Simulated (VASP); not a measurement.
Write the native input for VASP 6.6.1 that does the following.

```
Task                   : single point
Functional             : revPBE
Potentials or basis    : VASP PAW PBE potentials, release 64 (Sr_sv, O)
Cutoff                 : 600 eV
k mesh                 : 2 × 2 × 2
Occupations            : gaussian, width 0.1 eV
Spin                   : no spin polarisation
Dipole correction      : no
Further INCAR settings : ALGO = Normal; EDIFF = 1e-06; NBANDS = 15
```

The structure of SrO lies in POSCAR:

```
SrO
1.0
    0.0000000000      2.5837846888      2.5837846888
    2.5837846888      0.0000000000      2.5837846888
    2.5837846888      2.5837846888      0.0000000000
Sr O
1 1
Direct
    0.9460000000      0.8040000000      0.7670000000
    0.4460000000      0.3040000000      0.2670000000
```

The input as run:

INCAR

```
SYSTEM = SrO
  PREC = Accurate
  ENCUT = 600
  EDIFF = 1E-6
  ISMEAR = 0
  SIGMA = 0.1
  LREAL = .False.
  LASPH = .True.
  NELM = 120
  ALGO = Normal
  ISIF = 2
  LWAVE = .False.
  LCHARG = .False.
  GGA = RE
  NBANDS = 15
  GGA_COMPAT = .False.
```

KPOINTS

```
Automatic mesh
0
Gamma
  2 2 2
  0 0 0
```

Potentials or basis: VASP PAW PBE potentials, release 64 (Sr_sv, O).

Launch:

```console
$ cat potpaw_PBE.64/Sr_sv/POTCAR potpaw_PBE.64/O/POTCAR > POTCAR
$ mpirun -np 1 vasp_std > vasp.out
```

Results of the run:

```json
{
  "Pressure": "4.6 GPa",
  "Band gap on the k mesh": "3.17 eV, indirect (least direct gap 3.28 eV)"
}
```

Caveat: the k points lie up to 1.05 Å⁻¹ apart; the PAW data sets were made with another functional, which shifts forces and pressure a little.

It took 5.9 s on 1 thread of Intel(R) Xeon(R) 6975P-C (Granite Rapids), with other jobs on the host, peak memory 0.16 GiB.
